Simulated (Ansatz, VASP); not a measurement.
## One calculation of H3Pt2, two programs

The input INCAR:

```
SYSTEM = H3Pt2
PREC = Accurate
ENCUT = 570
EDIFF = 1E-7
ISMEAR = 0
SIGMA = 0.1
LREAL = .FALSE.
LASPH = .TRUE.
NELM = 120
ALGO = Normal
ISIF = 3
LWAVE = .FALSE.
LCHARG = .FALSE.
GGA = PE
IBRION = 2
NSW = 90
EDIFFG = -0.04
GGA_COMPAT = .FALSE.
NELMIN = 4
```

KPOINTS

```
Automatic mesh
0
G
  6 6 4
  0 0 0
```

POSCAR

```
H3Pt2
1.0
    3.7438247800      0.0000000000      0.0000000000
   -1.8719123900      3.2422473700      0.0000000000
    0.0000000000      0.0000000000      4.5680130100
H Pt
3 2
Direct
    0.0000000000      0.0000000000      0.0000000000
    0.3333333300      0.6666666700      0.3499253400
    0.6666666700      0.3333333300      0.6500746600
    0.3333333300      0.6666666700      0.8395121100
    0.6666666700      0.3333333300      0.1604878900
```

Input for Ansatz:

```yaml
crystal:
  lattice:
    - [3.74382478, 0.0, 0.0]
    - [-1.87191239, 3.24224737, 0.0]
    - [0.0, 0.0, 4.56801301]
  atoms:
    - { symbol: H, position: [0.0, 0.0, 0.0] }
    - { symbol: H, position: [0.33333333, 0.66666667, 0.34992534] }
    - { symbol: H, position: [0.66666667, 0.33333333, 0.65007466] }
    - { symbol: Pt, position: [0.33333333, 0.66666667, 0.83951211] }
    - { symbol: Pt, position: [0.66666667, 0.33333333, 0.16048789] }
basis:
  ecutwfc: 420
kpoints:
  mp_grid: { grid: [6, 6, 4] }
hamiltonian:
  xc: pbe
scf:
  occupations: { method: gaussian, width: 0.1 }
  lower_state_search: "off"
output:
  forces: true
  stress: true
  eigenvalues: true
relax:
  adjacent_minimum: "off"
  f_tol: 0.04
  max_steps: 70
  cell: { stress_tol: 0.4 }
```

Change from the starting cell: species swapped into the Al3Cu2 type (P-3m1, No. 164).

Alike in both runs: task relaxation of cell and atoms; functional PBE; k mesh 6 × 6 × 4; occupations gaussian, width 0.1 eV; no spin polarisation.

|  | VASP | Ansatz |
| --- | --- | --- |
| version | VASP 6.6.1 | Ansatz 0.2.0 |
| potentials or method | VASP PAW PBE potentials, release 64 (H, Pt_sv_GW), cutoff 570 eV | scalar-relativistic, plane waves, PAW |
| valence electrons in the cell | 39 | 39 |

```tsv
	VASP	Ansatz	Ansatz less VASP
gap on the k mesh at the Fermi level, each at its own relaxed structure (eV)	none	none	-
relaxed volume (Å³/atom)	8.41	10.90	+2.488
relaxed length of the cell vector where the two differ most in proportion (Å)	5.398	7.931	+2.5329
```

A gap of «none» marks a metal or a gap that the smearing closes. One of these differences is far larger than is usual between the two programs; its cause wasn't traced.

Neither program's run includes spin-orbit coupling. Noted on VASP's run: the volume moved by over 15 % at a fixed basis, so the end points are rough.
